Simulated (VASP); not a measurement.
Here is a VASP 6.6.1 calculation.

Contents of INCAR:

```
SYSTEM = Cu
PREC = Accurate ; ENCUT = 520
EDIFF = 1E-6 ; ISMEAR = 0
SIGMA = 0.1 ; LREAL = .FALSE.
LASPH = .TRUE. ; NELM = 100
ALGO = Normal ; ISIF = 2
LWAVE = .FALSE. ; LCHARG = .TRUE.
LDIPOL = .TRUE. ; IDIPOL = 3
DIPOL = 0.5 0.5 0.500 ; GGA = PE
LELF = .TRUE. ; LVHAR = .TRUE.
LVACPOTAV = .TRUE. ; NBANDS = 42
```

File KPOINTS:

```
regular mesh
0
G
  15 15 1
  0 0 0
```

POSCAR

```
Cu
1.0
    2.5666581864      0.0000000000      0.0000000000
   -1.2833290932      2.2227911922      0.0000000000
    0.0000000000      0.0000000000     25.4783381679
Cu
6
Direct
    0.6666666667      0.3333333333      0.2943677076
    0.3333333333      0.6666666667      0.3766206246
    0.0000000000      0.0000000000      0.4588735415
    0.6666666667      0.3333333333      0.5411264585
    0.3333333333      0.6666666667      0.6233793754
    0.0000000000      0.0000000000      0.7056322924
```

Potentials or basis: VASP PAW PBE potentials, release 64 (Cu).

The run is started by

```console
$ cat potpaw_PBE.64/Cu/POTCAR > POTCAR
$ mpirun -np 1 vasp_std > vasp.out
```

Q: Estimate the largest force.

A: 0.056 eV/Å.

Q: What does it give for the band gap on the k mesh?

A: Zero (bands 33 and 34 overlap by 4.93 eV).

Forces in eV/Å, atoms in the order of the input:
```
Cu   0.000  0.000  0.042
Cu   0.000  0.000 -0.041
Cu   0.000  0.000 -0.056
Cu   0.000  0.000  0.056
Cu   0.000  0.000  0.041
Cu   0.000  0.000 -0.042
```
